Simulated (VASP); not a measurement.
A run of VASP 6.6.1 is set up as follows.

The input INCAR:

```
SYSTEM = FeO
  ALGO = Normal
  EDIFF = 1E-7
  ENCUT = 520
  GGA = PE
  ISIF = 2
  ISMEAR = 0
  ISPIN = 2
  LASPH = .TRUE.
  LCHARG = .FALSE.
  LDAU = .TRUE.
  LDAUJ = 0 0
  LDAUL = 2 -1
  LDAUPRINT = 1
  LDAUTYPE = 2
  LDAUU = 5.3 0
  LMAXMIX = 4
  LORBIT = 11
  LREAL = .FALSE.
  LWAVE = .FALSE.
  MAGMOM = 3.9 0.17
  NBANDS = 18
  NELM = 150
  PREC = Accurate
  SIGMA = 0.02
```

Contents of KPOINTS:

```
k-points
0
G
  12 12 12
  0 0 0
```

Contents of POSCAR:

```
FeO
1.0
    1.6323662197      0.9424470763      2.5732748228
   -1.6323662197      0.9424470763      2.5732748228
    0.0000000000     -1.8848941526      2.5732748228
Fe O
1 1
Direct
    0.0000000000      0.0000000000      0.0000000000
    0.5000000000      0.5000000000      0.5000000000
```

Potentials or basis: VASP PAW PBE potentials, release 64 (Fe, O).

The run is started by

```sh
$ cat potpaw_PBE.64/Fe/POTCAR potpaw_PBE.64/O/POTCAR > POTCAR
$ mpirun -np 1 vasp_std > vasp.out
```

Problem. Estimate the site moments.

Solution. Fe +3.89; O +0.15 μB.

Problem. Estimate the pressure.

Solution. -21.4 GPa.

Problem. What does it give for the net moment?

Solution. 4.02 μB per cell.

Problem. Predict the band gap on the k mesh.

Solution. Zero (filled and empty bands overlap).

Eigenvalues of the final occupation matrices:
```tsv
site	spin	trace	eigenvalues
site 1 d	1	4.91	0.97 0.97 0.97 1.00 1.00
site 1 d	2	1.07	0.08 0.08 0.30 0.30 0.31
```

Caveat: the cell stands under tension; a cell with one magnetic atom can't hold antiferromagnetic order, which such compounds often take. The state reached can hang on the start; a lower one may exist.
